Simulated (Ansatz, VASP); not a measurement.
## One calculation of V, two programs

```
V
1.0
    -1.49104    1.49104    1.49104
     1.49104   -1.49104    1.49104
     1.49104    1.49104   -1.49104
V
1
Direct
  0.00000 0.00000 0.00000
```

Alike in both runs: task single point; functional r2SCAN; k mesh 20 × 20 × 20; occupations gaussian, width 0.05 eV; collinear spin.

|  | VASP | Ansatz |
| --- | --- | --- |
| version | VASP 6.6.1 | Ansatz 0.2.0 |
| potentials or method | VASP PAW PBE potentials, release 64 (V_sv), cutoff 520 eV | scalar-relativistic, plane waves, PAW |
| valence electrons in the cell | 13 | 13 |

VASP gave:

* gap on the k mesh at the Fermi level (eV): none
* pressure (GPa): 0.7
* net moment per atom (μB): 0.00
* size of the moment on the site where the two differ most (μB): 0.00

Problem. Estimate Ansatz's values.

Solution. gap on the k mesh at the Fermi level (eV): none; pressure (GPa): 0.0; net moment per atom (μB): 0.04; size of the moment on the site where the two differ most (μB): 0.03.

VASP's potentials were made for PBE, not for r2SCAN. Site moments also hang on the region over which each program counts them. A gap of «none» marks a metal or a gap that the smearing closes. The functional is the same, so the differences come from potentials, cutoffs and numerics. Ansatz's warnings: stability check not made.
